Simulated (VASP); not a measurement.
# ZnCd3Te2: single point with PBE

ZnCd3Te2:

```
CELL_PARAMETERS angstrom
7.52105 0.00000 0.00000
-3.76053 6.51342 0.00000
0.00000 0.00000 4.23699
ATOMIC_POSITIONS crystal
Zn 0.00000 0.00000 0.00000
Cd 0.50000 0.00000 0.50000
Cd 0.50000 0.50000 0.50000
Cd 0.00000 0.50000 0.50000
Te 0.33333 0.66667 0.00000
Te 0.66667 0.33333 0.00000
```

```json
{"Program": "VASP 6.6.1", "Task": "single point", "Functional": "PBE", "Potentials or basis": "VASP PAW PBE potentials, release 64 (Zn, Cd, Te)", "Cutoff": "520 eV", "k mesh": "6 × 6 × 10", "Occupations": "gaussian, width 0.1 eV", "Spin": "no spin polarisation", "Dipole correction": "no", "Further INCAR settings": "ALGO = Fast; EDIFF = 1e-06; NBANDS = 39"}
```

- Pressure: 0.1 GPa
- Band gap on the k mesh: zero (band 30 reaches 3.00 eV, above the bottom of band 31 at 0.84 eV)

Levels at points of the mesh, in eV from the Fermi level:
| k point | band 28 | band 29 | band 30 | band 31 | band 32 | band 33 |
| --- | --- | --- | --- | --- | --- | --- |
| (0.00, 0.00, 0.00) | -2.25 | -0.81 | -0.52 | 1.49 | 1.49 | 2.19 |
| (0.50, 0.00, 0.00) | -1.76 | -1.20 | -0.15 | 0.49 | 1.18 | 2.73 |
| (0.00, 0.00, 0.50) | -1.53 | -1.53 | -1.17 | -1.17 | 1.14 | 1.14 |
| (0.50, 0.00, 0.50) | -1.76 | -1.31 | -0.98 | -0.91 | 1.05 | 1.57 |

It took 2 min on 1 thread of Intel(R) Xeon(R) 6975P-C (Granite Rapids) (shared host), peak memory 0.51 GiB.

Caveat: spin-orbit coupling is left out, which moves the levels of the heavy elements.
